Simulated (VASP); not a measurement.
# Al8Ru7 (a cell with a defect) in VASP: single point with r2SCAN

Aim: the single point of Al8Ru7 (a cell with a defect) with r2SCAN.

Program: VASP 6.6.1. These are calculated values, not measurements. Logs are shortened: lines on timing, memory, paths and dates and some standing lists are left out, and cuts for length are marked.

## (1) The cell of the first run

The cell holds a defect, 15 atoms: a = 6.007 Å, b = 6.007 Å, c = 6.007 Å, α = 90.00°, β = 90.00°, γ = 90.00°.

## (2) Single point, r2SCAN

File POSCAR:

```
Al8Ru7
1.0
    6.0068828300      0.0000000000      0.0000000000
    0.0000000000      6.0068828300      0.0000000000
    0.0000000000      0.0000000000      6.0068828300
Al Ru
8 7
Direct
    0.0059040600      0.0033853500     -0.0005707000
   -0.0266441600     -0.0294710300      0.4994262200
    0.0057902800      0.4935175800     -0.0005743400
   -0.0267162500      0.5258396400      0.4994402400
    0.4958126800      0.0034917800     -0.0005677400
    0.5281932900     -0.0290618600      0.4994217400
    0.4959338800      0.4934266900     -0.0005734400
    0.5288177200      0.5258981600      0.4994332200
    0.2507163500      0.2487147300      0.4994395800
    0.2508520500      0.7484386800      0.2518146700
    0.2508516100      0.7484617400      0.7470453700
    0.7508658200      0.2485081200      0.2518496600
    0.7508550400      0.2485089100      0.7470106800
    0.7507841500      0.7485329600      0.2340307400
    0.7507809500      0.7485404300      0.7648270400
```

File INCAR.step1:

```
  PREC = Accurate
  ENCUT = 440
  ISMEAR = 1
  SIGMA = 0.1
  LREAL = False
  LASPH = True
  NELM = 120
  NBANDS = 74
  GGA = PE
  ALGO = Normal
  EDIFF = 1E-5
  LWAVE = True
  LCHARG = False
  GGA_COMPAT = False
```

File INCAR.step2:

```
  PREC = Accurate
  ENCUT = 440
  EDIFF = 1E-6
  ISMEAR = 1
  SIGMA = 0.1
  LREAL = False
  LASPH = True
  NELM = 120
  ALGO = Normal
  ISIF = 2
  LWAVE = False
  LCHARG = False
  METAGGA = R2SCAN
  LMIXTAU = True
  NBANDS = 74
  ISTART = 1
  GGA_COMPAT = False
```

File KPOINTS:

```
Automatic mesh
0
Gamma
  3 3 3
```

Potentials or basis: VASP PAW PBE potentials, release 64 (Al, Ru_pv).

On the command line:

```console
$ cat potpaw_PBE.64/Al/POTCAR potpaw_PBE.64/Ru_pv/POTCAR > POTCAR
$ cp INCAR.step1 INCAR
$ mpirun -np 1 vasp_std > vasp.out
$ cp INCAR.step2 INCAR
$ mpirun -np 1 vasp_std > vasp.out
```

OUTCAR:

```text
PREC = Accurate
   ENCUT = 440
   EDIFF = 1E-6
   ISMEAR = 1
   LREAL = False
   LASPH = True
   NELM = 120
   ISIF = 2
   METAGGA = R2SCAN
   ISTART = 1

 ion  position               nearest neighbor table
   1  0.006  0.003  0.999-  15 2.58  14 2.58  11 2.61  10 2.61  12 2.61  13 2.61   5 2.94   3 2.94
                             2 3.02   2 3.02   3 3.06   5 3.06
   2  0.973  0.971  0.499-   9 2.36  14 2.47  15 2.47  11 2.60  10 2.60  12 2.60  13 2.61   4 2.67
                             6 2.67   1 3.02   1 3.02   6 3.33   4 3.34
   3  0.006  0.494  0.999-  14 2.58  15 2.58  12 2.61  13 2.61  10 2.61  11 2.61   1 2.94   7 2.94
                             4 3.02   4 3.02   7 3.06   1 3.06
   4  0.973  0.526  0.499-   9 2.36  15 2.47  14 2.47  13 2.60  12 2.60  11 2.60  10 2.60   8 2.67
                             2 2.67   3 3.02   3 3.02   2 3.34   8 3.34
   5  0.496  0.003  0.999-  15 2.58  14 2.58  11 2.61  10 2.61  13 2.61  12 2.61   1 2.94   7 2.94
                             6 3.02   6 3.02   7 3.06   1 3.06
   6  0.528  0.971  0.499-   9 2.36  14 2.47  15 2.47  11 2.60  10 2.60  12 2.60  13 2.60   8 2.67
                             2 2.67   5 3.02   5 3.02   2 3.33   8 3.33
   7  0.496  0.493  0.999-  15 2.58  14 2.58  13 2.61  12 2.61  10 2.61  11 2.61   5 2.94   3 2.94
                             8 3.02   8 3.02   3 3.06   5 3.06
   8  0.529  0.526  0.499-   9 2.36  15 2.47  14 2.47  13 2.60  12 2.60  10 2.61  11 2.61   4 2.67
                             6 2.67   7 3.02   7 3.02   6 3.33   4 3.34
   9  0.251  0.249  0.499-   4 2.36   6 2.36   8 2.36   2 2.36  10 3.35  11 3.35  12 3.35  13 3.35
                            13 3.35  12 3.35  11 3.35  10 3.35
  10  0.251  0.748  0.252-   2 2.60   6 2.60   4 2.60   8 2.61   1 2.61   3 2.61   5 2.61   7 2.61
                            11 2.97  14 3.00  14 3.01  11 3.03   9 3.35   9 3.35
  11  0.251  0.748  0.747-   2 2.60   6 2.60   4 2.60   8 2.61   1 2.61   5 2.61   3 2.61   7 2.61
                            10 2.97  15 3.00  15 3.01  10 3.03   9 3.35   9 3.35
  12  0.751  0.249  0.252-   8 2.60   4 2.60   6 2.60   2 2.60   7 2.61   3 2.61   5 2.61   1 2.61
                            13 2.97  14 3.01  14 3.01  13 3.03   9 3.35   9 3.35
  13  0.751  0.249  0.747-   8 2.60   4 2.60   6 2.60   2 2.61   7 2.61   3 2.61   5 2.61   1 2.61
                            12 2.97  15 3.01  15 3.01  12 3.03   9 3.35   9 3.35
  14  0.751  0.749  0.234-   2 2.47   8 2.47   6 2.47   4 2.47   5 2.58   7 2.58   1 2.58   3 2.58
                            15 2.82  10 3.00  12 3.01  12 3.01  10 3.01  15 3.19
  15  0.751  0.749  0.765-   2 2.47   8 2.47   6 2.47   4 2.47   5 2.58   7 2.58   1 2.58   3 2.58
                            14 2.82  11 3.00  13 3.01  13 3.01  11 3.01  14 3.19

  LATTYP: Found a simple cubic cell.
 ALAT       =     6.0068828300

  Lattice vectors:

 A1 = (   6.0068828300,   0.0000000000,   0.0000000000)
 A2 = (   0.0000000000,   6.0068828300,   0.0000000000)
 A3 = (   0.0000000000,   0.0000000000,   6.0068828300)

Analysis of symmetry for initial positions (statically):
=====================================================================
 Subroutine PRICEL returns:
 Original cell was already a primitive cell.

 Routine SETGRP: Setting up the symmetry group for a
 simple cubic supercell.

 Subroutine GETGRP returns: Found  1 space group operations
 (whereof  1 operations were pure point group operations)
 out of a pool of 48 trial point group operations.

The static configuration has the point symmetry C_1 .

Analysis of symmetry for dynamics (positions and initial velocities):
=====================================================================
 Subroutine PRICEL returns:
 Original cell was already a primitive cell.

 Routine SETGRP: Setting up the symmetry group for a
 simple cubic supercell.

 Subroutine GETGRP returns: Found  1 space group operations
 (whereof  1 operations were pure point group operations)
 out of a pool of 48 trial point group operations.

The dynamic configuration has the point symmetry C_1 .

 Subroutine INISYM returns: Found  1 space group operations
 (whereof  1 operations are pure point group operations),
 and found     1 'primitive' translations

----------------------------------------------------------------------------------------

                                     Primitive cell

  volume of cell :     216.7442

  direct lattice vectors                    reciprocal lattice vectors
     6.006882830  0.000000000  0.000000000     0.166475696  0.000000000  0.000000000
     0.000000000  6.006882830  0.000000000     0.000000000  0.166475696  0.000000000
     0.000000000  0.000000000  6.006882830     0.000000000  0.000000000  0.166475696

  length of vectors
     6.006882830  6.006882830  6.006882830     0.166475696  0.166475696  0.166475696

  position of ions in fractional coordinates (direct lattice)
     0.005904060  0.003385350  0.999429300
     0.973355840  0.970528970  0.499426220
     0.005790280  0.493517580  0.999425660
     0.973283750  0.525839640  0.499440240
     0.495812680  0.003491780  0.999432260
     0.528193290  0.970938140  0.499421740
     0.495933880  0.493426690  0.999426560
[... 30 lines left out ...]

Automatic generation of k-mesh.
 Grid dimensions read from file:
 generate k-points for:    3    3    3

 Generating k-lattice:

  Cartesian coordinates                     Fractional coordinates (reciprocal lattice)
     0.055491899  0.000000000  0.000000000     0.333333333  0.000000000  0.000000000
     0.000000000  0.055491899  0.000000000     0.000000000  0.333333333  0.000000000
     0.000000000  0.000000000  0.055491899     0.000000000  0.000000000  0.333333333

  Length of vectors
     0.055491899  0.055491899  0.055491899

  Shift w.r.t. Gamma in fractional coordinates (k-lattice)
     0.000000000  0.000000000  0.000000000

 Subroutine IBZKPT returns following result:
 ===========================================

 Found     14 irreducible k-points:

 Following reciprocal coordinates:
            Coordinates               Weight
  0.000000  0.000000  0.000000      1.000000
  0.333333  0.000000  0.000000      2.000000
  0.000000  0.333333  0.000000      2.000000
  0.000000  0.000000  0.333333      2.000000
  0.333333  0.333333  0.000000      2.000000
  0.000000  0.333333  0.333333      2.000000
  0.333333  0.000000  0.333333      2.000000
 -0.333333  0.333333  0.000000      2.000000
 -0.333333  0.000000  0.333333      2.000000
  0.000000 -0.333333  0.333333      2.000000
  0.333333  0.333333  0.333333      2.000000
 -0.333333  0.333333  0.333333      2.000000
 -0.333333 -0.333333  0.333333      2.000000
  0.333333 -0.333333  0.333333      2.000000
   k-points           NKPTS =     14   k-points in BZ     NKDIM =     14   number of bands    NBANDS=     74
   number of dos      NEDOS =    301   number of ions     NIONS =     15
   total plane-waves  NPLWV =  74088
   dimension x,y,z NGX =    42 NGY =   42 NGZ =   42
   dimension x,y,z NGXF=    84 NGYF=   84 NGZF=   84
   ions per type =               8   7
   NGX,Y,Z   is equivalent  to a cutoff of  11.62, 11.62, 11.62 a.u.
   NGXF,Y,Z  is equivalent  to a cutoff of  23.25, 23.25, 23.25 a.u.
 SYSTEM =  unknown system
   PREC   = accura    normal or accurate (medium, high low for compatibility)
   ISTART =      1    job   : 0-new  1-cont  2-samecut
   ICHARG =      0    charge: 1-file 2-atom 10-const
   ISPIN  =      1    spin polarized calculation?
   LNONCOLLINEAR =      F non collinear calculations
   LSORBIT =      F    spin-orbit coupling
   LASPH  =      T    aspherical Exc in radial PAW
   ENCUT  =  440.0 eV  32.34 Ry    5.69 a.u.  10.27 10.27 10.27*2*pi/ulx,y,z
   NELM   =    120;   NELMIN=  2; NELMDL=  0     # of ELM steps
   EDIFF  = 0.1E-05   stopping-criterion for ELM
   LREAL  =      F    real-space projection
   EDIFFG = 0.1E-04   stopping-criterion for IOM
   NSW    =      0    number of steps for IOM
   IBRION =     -1    ionic relax: 0-MD 1-quasi-New 2-CG
   NFREE  =      0    steps in history (QN), initial steepest desc. (CG)
   ISIF   =      2    stress and relaxation
   ISYM   =      2    0-nonsym 1-usesym 2-fastsym
   POTIM  = 0.5000    time-step for ionic-motion
   TEBEG  =    0.0;   TEEND  =   0.0 temperature during run
   PSTRESS=    0.0 pullay stress
   NELECT =     122.0000    total number of electrons
   NUPDOWN=      -1.0000    fix difference up-down
   EMIN   =  10.00;   EMAX   =-10.00  energy-range for DOS
   EFERMI =   0.00;   METHOD = LEGACY
   ISMEAR =     1;   SIGMA  =   0.10  broadening in eV -4-tet -1-fermi 0-gaus
   EFERMI_NEDOS =   21; number of points for ismear=-14 and -15
   IALGO  =     38    algorithm
   IMIX   =      4    mixing-type and parameters
     AMIX     =   0.40;   BMIX     =  1.00
     AMIX_MAG =   1.60;   BMIX_MAG =  1.00
  volume/ion in A,a.u.               =      14.45        97.51
  Fermi-wavevector in a.u.,A,eV,Ry     =   1.351696  2.554335 24.858951  1.827081
  Thomas-Fermi vector in A             =   2.479096
   LORBIT       =      0    0 simple, 1 ext, 2 COOP (PROOUT), +10 PAW based schemes
   METAGGA = R2SCAN    functional components
   LHFCALC =     F    Hartree Fock is set to
   AEXX    =    0.0000 exact exchange contribution
   IVDW    =     0    specifies the selected vdW correction
   LEPSILON=     F    determine dielectric tensor
   LRPA    =     F    only Hartree local field effects (RPA)
 non-spin polarized calculation
 Methfessel and Paxton  Order N= 1 SIGMA  =   0.10
  energy-cutoff  :      440.00
  volume of cell :      216.74
 maximum number of plane-waves:      4556
 NGX is ok and might be reduce to    42
   NGX = 21   NGY = 21   NGZ = 21

 number of electron     122.0000021 magnetization

 Free energy of the ion-electron system (eV)
  ---------------------------------------------------
  ext. energy  EPLUGINS =         0.00000000
  ---------------------------------------------------
  free energy    TOTEN  =      -239.77253086 eV

  energy without entropy =     -239.77451465  energy(sigma->0) =     -239.77319212

 E-fermi :   9.4674     XC(G=0): -12.9407

 val. band max:        9.3861875503   @ k =  -0.3333   0.0000   0.3333
 cond. band min:       9.4943770646   @ k =  -0.3333  -0.3333   0.3333
 fundamental gap:      0.1081895142
 Fermi energy:         9.4673765881

 k-point     1 :       0.0000    0.0000    0.0000
  band No.  band energies     occupation
      1     -33.8856      2.00000
      2     -33.8847      2.00000
      3     -33.8130      2.00000
      4     -33.8021      2.00000
      5     -33.7619      2.00000
      6     -33.7346      2.00000
[... 1053 lines left out ...]
     72      13.9810      0.00000
     73      14.3179      0.00000
 [bands above 73 left out]

------------------------ aborting loop because EDIFF is reached ----------------------------------------

  FORCE on cell =-STRESS in cart. coord.  units (eV):
  Direction    XX          YY          ZZ          XY          YZ          ZX
  --------------------------------------------------------------------------------------
  -------------------------------------------------------------------------------------
  Total        1.0414183      1.0397798    -11.1061239     -0.0094244      0.0001277     -0.0000723
  in kB        7.6981840      7.6860728    -82.0966834     -0.0696652      0.0009439     -0.0005348
  external PRESSURE =     -22.2374755 kB  Pullay stress =       0.0000000 kB

 VOLUME and BASIS-vectors are now :
 -----------------------------------------------------------------------------
  energy-cutoff  :      440.00
  volume of cell :      216.74
      direct lattice vectors                 reciprocal lattice vectors
     6.006882830  0.000000000  0.000000000     0.166475696  0.000000000  0.000000000
     0.000000000  6.006882830  0.000000000     0.000000000  0.166475696  0.000000000
     0.000000000  0.000000000  6.006882830     0.000000000  0.000000000  0.166475696

 POSITION                                       TOTAL-FORCE (eV/Angst)
 -----------------------------------------------------------------------------------
      0.03546      0.02034      6.00345        -0.183261     -0.175321      0.000136
      5.84683      5.82985      2.99999        -0.040299     -0.015433     -0.000051
      0.03478      2.96450      6.00343        -0.178535      0.179199     -0.000154
      5.84640      3.15866      3.00008        -0.050711      0.064605     -0.000361
      2.97829      0.02097      6.00347         0.180848     -0.179041      0.000154
      3.17280      5.83231      2.99997         0.051339     -0.041737     -0.000034
      2.97902      2.96396      6.00344         0.175576      0.182130      0.000051
      3.17655      3.15901      3.00004         0.015413      0.047969     -0.000199
      1.50602      1.49400      3.00008         0.011564     -0.024330      0.000314
      1.50684      4.49578      1.51262         0.002097     -0.005142      0.034723
      1.50684      4.49592      4.48741         0.002153     -0.005355     -0.034787
      4.51036      1.49276      1.51283         0.002440     -0.010705      0.029659
      4.51030      1.49276      4.48721         0.002547     -0.010822     -0.029692
      4.50987      4.49635      1.40580         0.004409     -0.002976      0.086116
      4.50985      4.49639      4.59423         0.004419     -0.003040     -0.085875
 -----------------------------------------------------------------------------------
    total drift:                                0.001492     -0.003492     -0.000462

  FREE ENERGIE OF THE ION-ELECTRON SYSTEM (eV)
  ---------------------------------------------------
  free  energy   TOTEN  =      -239.7725308575 eV

  energy  without entropy=     -239.7745146469  energy(sigma->0) =     -239.77319212
```

Wall time 27 min (1 thread of Oxide Virtual Turin-like, shared host); peak memory 0.31 GiB.

Results:

```yaml
Free_energy: -239.7725 eV
Pressure: -2.2 GPa
Largest_force: 0.254 eV/Å
Band_gap_on_the_k_mesh: zero (bands 61 and 62 overlap by 0.74 eV)
```

Forces on the atoms (eV/Å):
```
Al  -0.183 -0.175  0.000
Al  -0.040 -0.015  0.000
Al  -0.179  0.179  0.000
Al  -0.051  0.065  0.000
Al   0.181 -0.179  0.000
Al   0.051 -0.042  0.000
Al   0.176  0.182  0.000
Al   0.015  0.048  0.000
Ru   0.012 -0.024  0.000
Ru   0.002 -0.005  0.035
Ru   0.002 -0.005 -0.035
Ru   0.002 -0.011  0.030
Ru   0.003 -0.011 -0.030
Ru   0.004 -0.003  0.086
Ru   0.004 -0.003 -0.086
```

Stress tensor (GPa, compression positive):
```
 0.77 -0.01  0.00
-0.01  0.77  0.00
 0.00  0.00 -8.21
```

Levels at points of the mesh, in eV from the Fermi level:
| k point | band 59 | band 60 | band 61 | band 62 | band 63 | band 64 |
| --- | --- | --- | --- | --- | --- | --- |
| (0.00, 0.00, 0.00) | 0.03 | 0.03 | 0.50 | 0.75 | 0.75 | 0.91 |

Caveat: the PAW data sets were made with another functional, which shifts forces and pressure a little.

The gap in the log of VASP goes by the Fermi energy; the results here count the filled bands.